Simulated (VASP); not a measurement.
# CuAu3 (Pm-3m) in VASP: a series of runs

CuAu3 is run at these levels: LDA; tasks: electric field gradients.

All numbers are computed with VASP 6.6.1; they aren't measurements. Logs are shortened: lines on timing, memory, paths and dates and some standing lists are left out, and cuts for length are marked.

## (1) The cell of the first run

It takes space group Pm-3m (No. 221, cubic). Conventional cell: a = 3.993 Å, b = 3.993 Å, c = 3.993 Å, α = 90.00°, β = 90.00°, γ = 90.00°. Within 3.7 Å of Cu (site symmetry m-3m) lie 12 Au at 2.82 Å. Within 3.7 Å of Au (site symmetry 4/mmm) lie 4 Cu at 2.82 Å and 8 Au at 2.82 Å.

## (2) Electric field gradients, LDA (15.92 Å³/atom)

Contents of INCAR:

```
PREC = Accurate
ENCUT = 610
EDIFF = 1E-8
ISMEAR = -1
SIGMA = 0.05
LREAL = False
LASPH = True
NELM = 120
ALGO = Normal
ISIF = 2
LWAVE = False
LCHARG = False
GGA = CA
LEFG = True
NBANDS = 46
GGA_COMPAT = False
```

Contents of KPOINTS:

```
Automatic mesh
0
Gamma
  9 9 9
```

Contents of POSCAR:

```
CuAu3
1.0
    3.9932226885      0.0000000000      0.0000000000
    0.0000000000      3.9932226885      0.0000000000
    0.0000000000      0.0000000000      3.9932226885
Cu Au
1 3
Direct
    0.0000000000      0.0000000000      0.0000000000
    0.0000000000      0.5000000000      0.5000000000
    0.5000000000      0.0000000000      0.5000000000
    0.5000000000      0.5000000000      0.0000000000
```

Potentials or basis: VASP PAW LDA potentials, release 64 (Cu_sv_GW, Au_sv_GW).

The run is started by

```console
cat potpaw_LDA.64/Cu_sv_GW/POTCAR potpaw_LDA.64/Au_sv_GW/POTCAR > POTCAR
mpirun -np 1 vasp_std > vasp.out
```

OUTCAR:

```text
PREC = Accurate
   ENCUT = 610
   EDIFF = 1E-8
   ISMEAR = -1
   LREAL = False
   LASPH = True
   NELM = 120
   ISIF = 2
   GGA = CA

 ion  position               nearest neighbor table
   1  0.000  0.000  0.000-   2 2.82   3 2.82   4 2.82   2 2.82   3 2.82   2 2.82   4 2.82   2 2.82
                             3 2.82   4 2.82   3 2.82   4 2.82
   2  0.000  0.500  0.500-   1 2.82   3 2.82   4 2.82   1 2.82   4 2.82   1 2.82   3 2.82   1 2.82
                             3 2.82   4 2.82   4 2.82   3 2.82
   3  0.500  0.000  0.500-   1 2.82   2 2.82   4 2.82   1 2.82   4 2.82   2 2.82   4 2.82   4 2.82
                             1 2.82   2 2.82   1 2.82   2 2.82
   4  0.500  0.500  0.000-   1 2.82   2 2.82   3 2.82   2 2.82   3 2.82   1 2.82   3 2.82   3 2.82
                             1 2.82   2 2.82   2 2.82   1 2.82

  LATTYP: Found a simple cubic cell.
 ALAT       =     3.9932226885

  Lattice vectors:

 A1 = (   3.9932226885,   0.0000000000,   0.0000000000)
 A2 = (   0.0000000000,   3.9932226885,   0.0000000000)
 A3 = (   0.0000000000,   0.0000000000,   3.9932226885)

Analysis of symmetry for initial positions (statically):
=====================================================================
 Subroutine PRICEL returns:
 Original cell was already a primitive cell.

 Routine SETGRP: Setting up the symmetry group for a
 simple cubic supercell.

 Subroutine GETGRP returns: Found 48 space group operations
 (whereof 48 operations were pure point group operations)
 out of a pool of 48 trial point group operations.

The static configuration has the point symmetry O_h .

Analysis of symmetry for dynamics (positions and initial velocities):
=====================================================================
 Subroutine PRICEL returns:
 Original cell was already a primitive cell.

 Routine SETGRP: Setting up the symmetry group for a
 simple cubic supercell.

 Subroutine GETGRP returns: Found 48 space group operations
 (whereof 48 operations were pure point group operations)
 out of a pool of 48 trial point group operations.

The dynamic configuration has the point symmetry O_h .

 Subroutine INISYM returns: Found 48 space group operations
 (whereof 48 operations are pure point group operations),
 and found     1 'primitive' translations

----------------------------------------------------------------------------------------

                                     Primitive cell

  volume of cell :      63.6752

  direct lattice vectors                    reciprocal lattice vectors
     3.993222688  0.000000000  0.000000000     0.250424301  0.000000000  0.000000000
     0.000000000  3.993222688  0.000000000     0.000000000  0.250424301  0.000000000
     0.000000000  0.000000000  3.993222688     0.000000000  0.000000000  0.250424301

  length of vectors
     3.993222688  3.993222688  3.993222688     0.250424301  0.250424301  0.250424301

  position of ions in fractional coordinates (direct lattice)
     0.000000000  0.000000000  0.000000000
     0.000000000  0.500000000  0.500000000
     0.500000000  0.000000000  0.500000000
     0.500000000  0.500000000  0.000000000

  ion indices of the primitive-cell ions
   primitive index   ion index
                 1           1
                 2           2
                 3           3
                 4           4

----------------------------------------------------------------------------------------

 KPOINTS: Automatic mesh

Automatic generation of k-mesh.
 Grid dimensions read from file:
 generate k-points for:    9    9    9

 Generating k-lattice:

  Cartesian coordinates                     Fractional coordinates (reciprocal lattice)
     0.027824922  0.000000000  0.000000000     0.111111111  0.000000000  0.000000000
     0.000000000  0.027824922  0.000000000     0.000000000  0.111111111  0.000000000
[... 44 lines left out ...]
   dimension x,y,z NGXF=    64 NGYF=   64 NGZF=   64
   ions per type =               1   3
   NGX,Y,Z   is equivalent  to a cutoff of  13.32, 13.32, 13.32 a.u.
   NGXF,Y,Z  is equivalent  to a cutoff of  26.64, 26.64, 26.64 a.u.
 SYSTEM =  unknown system
   PREC   = accura    normal or accurate (medium, high low for compatibility)
   ISTART =      0    job   : 0-new  1-cont  2-samecut
   ICHARG =      2    charge: 1-file 2-atom 10-const
   ISPIN  =      1    spin polarized calculation?
   LNONCOLLINEAR =      F non collinear calculations
   LSORBIT =      F    spin-orbit coupling
   LASPH  =      T    aspherical Exc in radial PAW
   ENCUT  =  610.0 eV  44.83 Ry    6.70 a.u.   8.04  8.04  8.04*2*pi/ulx,y,z
   NELM   =    120;   NELMIN=  2; NELMDL= -5     # of ELM steps
   EDIFF  = 0.1E-07   stopping-criterion for ELM
   LREAL  =      F    real-space projection
   EDIFFG = 0.1E-06   stopping-criterion for IOM
   NSW    =      0    number of steps for IOM
   IBRION =     -1    ionic relax: 0-MD 1-quasi-New 2-CG
   NFREE  =      0    steps in history (QN), initial steepest desc. (CG)
   ISIF   =      2    stress and relaxation
   ISYM   =      2    0-nonsym 1-usesym 2-fastsym
   POTIM  = 0.5000    time-step for ionic-motion
   TEBEG  =    0.0;   TEEND  =   0.0 temperature during run
   PSTRESS=    0.0 pullay stress
   NELECT =      76.0000    total number of electrons
   NUPDOWN=      -1.0000    fix difference up-down
   EMIN   =  10.00;   EMAX   =-10.00  energy-range for DOS
   EFERMI =   0.00;   METHOD = LEGACY
   ISMEAR =    -1;   SIGMA  =   0.05  broadening in eV -4-tet -1-fermi 0-gaus
   EFERMI_NEDOS =   21; number of points for ismear=-14 and -15
   IALGO  =     38    algorithm
   IMIX   =      4    mixing-type and parameters
     AMIX     =   0.40;   BMIX     =  1.00
     AMIX_MAG =   1.60;   BMIX_MAG =  1.00
  volume/ion in A,a.u.               =      15.92       107.43
  Fermi-wavevector in a.u.,A,eV,Ry     =   1.736557  3.281618 41.030163  3.015632
  Thomas-Fermi vector in A             =   2.809949
   LORBIT       =      0    0 simple, 1 ext, 2 COOP (PROOUT), +10 PAW based schemes
   GGA     = CA    functional components
   LHFCALC =     F    Hartree Fock is set to
   AEXX    =    0.0000 exact exchange contribution
   IVDW    =     0    specifies the selected vdW correction
   LEPSILON=     F    determine dielectric tensor
   LRPA    =     F    only Hartree local field effects (RPA)
 non-spin polarized calculation
  energy-cutoff  :      610.00
  volume of cell :       63.68
 maximum number of plane-waves:      2218
   NGX = 17   NGY = 17   NGZ = 17

 number of electron      76.0000025 magnetization

 Free energy of the ion-electron system (eV)
  ---------------------------------------------------
  ext. energy  EPLUGINS =         0.00000000
  ---------------------------------------------------
  free energy    TOTEN  =       -16.24251252 eV

  energy without entropy =      -16.23452419  energy(sigma->0) =      -16.23851835

 E-fermi :   8.2120     XC(G=0): -13.6057

 val. band max:        8.1541403515   @ k =   0.4444   0.4444   0.0000
 cond. band min:       8.2641609015   @ k =   0.3333   0.3333   0.2222
 fundamental gap:      0.1100205500
 Fermi energy:         8.2120432549

 k-point     1 :       0.0000    0.0000    0.0000
  band No.  band energies     occupation
      1    -102.7327      2.00000
      2     -97.1785      2.00000
      3     -97.1613      2.00000
      4     -97.1613      2.00000
      5     -60.7324      2.00000
      6     -60.7324      2.00000
[... 1165 lines left out ...]
     45      18.0749      0.00000
     46      19.0017      0.00000

 [... further k-points ...]

------------------------ aborting loop because EDIFF is reached ----------------------------------------

  FORCE on cell =-STRESS in cart. coord.  units (eV):
  Direction    XX          YY          ZZ          XY          YZ          ZX
  --------------------------------------------------------------------------------------
  -------------------------------------------------------------------------------------
  Total       -2.8731996     -2.8731996     -2.8731996      0.0000000      0.0000000     -0.0000000
  in kB      -72.2945890    -72.2945890    -72.2945890      0.0000000      0.0000000     -0.0000000
  external PRESSURE =     -72.2945890 kB  Pullay stress =       0.0000000 kB

 VOLUME and BASIS-vectors are now :
 -----------------------------------------------------------------------------
  energy-cutoff  :      610.00
  volume of cell :       63.68
      direct lattice vectors                 reciprocal lattice vectors
     3.993222688  0.000000000  0.000000000     0.250424301  0.000000000  0.000000000
     0.000000000  3.993222688  0.000000000     0.000000000  0.250424301  0.000000000
     0.000000000  0.000000000  3.993222688     0.000000000  0.000000000  0.250424301

 POSITION                                       TOTAL-FORCE (eV/Angst)
 -----------------------------------------------------------------------------------
      0.00000      0.00000      0.00000         0.000000      0.000000      0.000000
      0.00000      1.99661      1.99661         0.000000      0.000000      0.000000
      1.99661      0.00000      1.99661         0.000000      0.000000      0.000000
      1.99661      1.99661      0.00000         0.000000      0.000000      0.000000
 -----------------------------------------------------------------------------------
    total drift:                                0.000000     -0.000000     -0.000000

  FREE ENERGIE OF THE ION-ELECTRON SYSTEM (eV)
  ---------------------------------------------------
  free  energy   TOTEN  =       -16.2425125183 eV

  energy  without entropy=      -16.2345241911  energy(sigma->0) =      -16.23851835

 Electric field gradients (V/A^2)
---------------------------------------------------------------------
 ion       V_xx      V_yy      V_zz      V_xy      V_xz      V_yz
---------------------------------------------------------------------
   1      -0.000    -0.000     0.000    -0.000     0.000    -0.000
   2     -56.943    28.472    28.472    -0.000    -0.000    -0.000
   3      28.472   -56.943    28.472     0.000    -0.000     0.000
   4      28.472    28.472   -56.943    -0.000    -0.000     0.000
---------------------------------------------------------------------

 Electric field gradients after diagonalization (V/A^2)
 (convention: |V_zz| > |V_xx| > |V_yy|)
----------------------------------------------------------------------
 ion       V_xx      V_yy      V_zz     asymmetry (V_yy - V_xx)/ V_zz
----------------------------------------------------------------------
   1      -0.000     0.000    -0.000      -1.064
   2      28.472    28.472   -56.943       0.000
   3      28.472    28.472   -56.943       0.000
   4      28.472    28.472   -56.943       0.000
----------------------------------------------------------------------

           NMR quadrupolar parameters

 Cq : quadrupolar parameter    Cq=e*Q*V_zz/h
 eta: asymmetry parameters     (V_yy - V_xx)/ V_zz
 Q  : nuclear electric quadrupole moment in mb (millibarn)
----------------------------------------------------------------------
 ion       Cq(MHz)       eta       Q (mb)
----------------------------------------------------------------------
   1      -0.000      -1.064       1.000
   2      -0.138       0.000       1.000
   3      -0.138       0.000       1.000
   4      -0.138       0.000       1.000
----------------------------------------------------------------------
```

Wall time 66 s (1 thread of Intel Xeon 6975P-C (Granite Rapids), shared host); peak memory 0.25 GiB.

What came out:

* Free energy: -16.2425 eV
* Pressure: -7.2 GPa
* Band gap on the k mesh: zero (bands 38 and 39 overlap by 1.57 eV)
* Largest electric field gradient by atom: Cu -0.0; Au -56.9 V/Å²

Electric field gradients, principal values (V/Å²):
| atom | least | middle | greatest (by size) |
| --- | --- | --- | --- |
| 1 Cu | 0.000 | 0.000 | 0.000 |
| 2 Au | 28.472 | 28.472 | -56.943 |
| 3 Au | 28.472 | 28.472 | -56.943 |
| 4 Au | 28.472 | 28.472 | -56.943 |

Caveat: the cell stands under tension; without QUAD_EFG the Cq values of the log hold for a quadrupole moment of 1 mb, not for the nuclei; spin-orbit coupling is left out, which moves the levels of the heavy elements.

## (3) Electric field gradients, LDA (14.82 Å³/atom)

This run uses another cell than the first one, of 14.82 Å³/atom.

Contents of INCAR:

```
  PREC = Accurate
  ENCUT = 610
  EDIFF = 1E-8
  ISMEAR = -1
  SIGMA = 0.05
  LREAL = False
  LASPH = True
  NELM = 120
  ALGO = Normal
  ISIF = 2
  LWAVE = False
  LCHARG = False
  LEFG = True
  NBANDS = 46
  GGA_COMPAT = False
```

Contents of KPOINTS:

```
regular mesh
0
Gamma
  9 9 9
```

Contents of POSCAR:

```
CuAu3
1.0
    3.8987527127      0.0000000000      0.0000000000
    0.0000000000      3.8987527127      0.0000000000
    0.0000000000      0.0000000000      3.8987527127
Cu Au
1 3
Direct
    0.0000000000      0.0000000000      0.0000000000
    0.0000000000      0.5000000000      0.5000000000
    0.5000000000      0.0000000000      0.5000000000
    0.5000000000      0.5000000000      0.0000000000
```

Potentials or basis: VASP PAW LDA potentials, release 64 (Cu_sv_GW, Au_sv_GW).

The run is started by

```console
cat potpaw_LDA.64/Cu_sv_GW/POTCAR potpaw_LDA.64/Au_sv_GW/POTCAR > POTCAR
mpirun -np 1 vasp_std > vasp.out
```

OUTCAR:

```text
PREC = Accurate
   ENCUT = 610
   EDIFF = 1E-8
   ISMEAR = -1
   LREAL = False
   LASPH = True
   NELM = 120
   ISIF = 2

 ion  position               nearest neighbor table
   1  0.000  0.000  0.000-   2 2.76   3 2.76   4 2.76   2 2.76   3 2.76   2 2.76   4 2.76   2 2.76
                             3 2.76   4 2.76   3 2.76   4 2.76
   2  0.000  0.500  0.500-   1 2.76   3 2.76   4 2.76   1 2.76   4 2.76   1 2.76   3 2.76   1 2.76
                             3 2.76   4 2.76   4 2.76   3 2.76
   3  0.500  0.000  0.500-   1 2.76   2 2.76   4 2.76   1 2.76   4 2.76   2 2.76   4 2.76   4 2.76
                             1 2.76   2 2.76   1 2.76   2 2.76
   4  0.500  0.500  0.000-   1 2.76   2 2.76   3 2.76   2 2.76   3 2.76   1 2.76   3 2.76   3 2.76
                             1 2.76   2 2.76   2 2.76   1 2.76

  LATTYP: Found a simple cubic cell.
 ALAT       =     3.8987527127

  Lattice vectors:

 A1 = (   3.8987527127,   0.0000000000,   0.0000000000)
 A2 = (   0.0000000000,   3.8987527127,   0.0000000000)
 A3 = (   0.0000000000,   0.0000000000,   3.8987527127)

Analysis of symmetry for initial positions (statically):
=====================================================================
 Subroutine PRICEL returns:
[... 1384 lines left out ...]
      1.94938      1.94938      0.00000         0.000000      0.000000      0.000000
 -----------------------------------------------------------------------------------
    total drift:                                0.000000     -0.000000     -0.000000

  FREE ENERGIE OF THE ION-ELECTRON SYSTEM (eV)
  ---------------------------------------------------
  free  energy   TOTEN  =       -16.2446799860 eV

  energy  without entropy=      -16.2356967402  energy(sigma->0) =      -16.24018836

 Electric field gradients (V/A^2)
---------------------------------------------------------------------
 ion       V_xx      V_yy      V_zz      V_xy      V_xz      V_yz
---------------------------------------------------------------------
   1       0.000     0.000    -0.000    -0.000    -0.000     0.000
   2     -65.853    32.926    32.926     0.000    -0.000    -0.000
   3      32.926   -65.853    32.926     0.000    -0.000    -0.000
   4      32.926    32.926   -65.853     0.000    -0.000     0.000
---------------------------------------------------------------------

 Electric field gradients after diagonalization (V/A^2)
 (convention: |V_zz| > |V_xx| > |V_yy|)
----------------------------------------------------------------------
 ion       V_xx      V_yy      V_zz     asymmetry (V_yy - V_xx)/ V_zz
----------------------------------------------------------------------
   1       0.000    -0.000     0.000      -0.984
   2      32.926    32.926   -65.853       0.000
   3      32.926    32.926   -65.853       0.000
   4      32.926    32.926   -65.853       0.000
----------------------------------------------------------------------

           NMR quadrupolar parameters

 Cq : quadrupolar parameter    Cq=e*Q*V_zz/h
 eta: asymmetry parameters     (V_yy - V_xx)/ V_zz
 Q  : nuclear electric quadrupole moment in mb (millibarn)
----------------------------------------------------------------------
 ion       Cq(MHz)       eta       Q (mb)
----------------------------------------------------------------------
   1       0.000      -0.984       1.000
   2      -0.159       0.000       1.000
   3      -0.159       0.000       1.000
   4      -0.159       0.000       1.000
----------------------------------------------------------------------
```

stdout:

```text
POSCAR found type information on POSCAR CuAu
 POSCAR found :  2 types and       4 ions
 scaLAPACK will be used
 LDA part: xc-table for (Slater(with rela. corr.)+CA(PZ))
 , standard interpolation
 POSCAR, INCAR and KPOINTS ok, starting setup
 FFT: planning ... GRIDC
 FFT: planning ... GRID_SOFT
 FFT: planning ... GRID
 WAVECAR not read
 entering main loop
ion   1

ion   2

ion   3

ion   4
```

It took 2.4 min on 1 thread of Intel Xeon Platinum 8259CL at 2.50GHz (Skylake/Cascade Lake), shared host; peak memory 0.24 GiB.

Results:

* Free energy: -16.2447 eV
* Pressure: 6.3 GPa
* Band gap on the k mesh: zero (bands 38 and 39 overlap by 1.68 eV)
* Largest electric field gradient by atom: Cu +0.0; Au -65.9 V/Å²

Electric field gradients, principal values (V/Å²):
```
atom   least  middle  greatest (by size)
1 Cu   0.000   0.000               0.000
2 Au  32.926  32.926             -65.853
3 Au  32.926  32.926             -65.853
4 Au  32.926  32.926             -65.853
```

Caveat: the cell stands under pressure; without QUAD_EFG the Cq values of the log hold for a quadrupole moment of 1 mb, not for the nuclei; spin-orbit coupling is left out, which moves the levels of the heavy elements.

(Part 1 of 2 ends here.)

The gap in the log of VASP goes by the Fermi energy; the results here count the filled bands.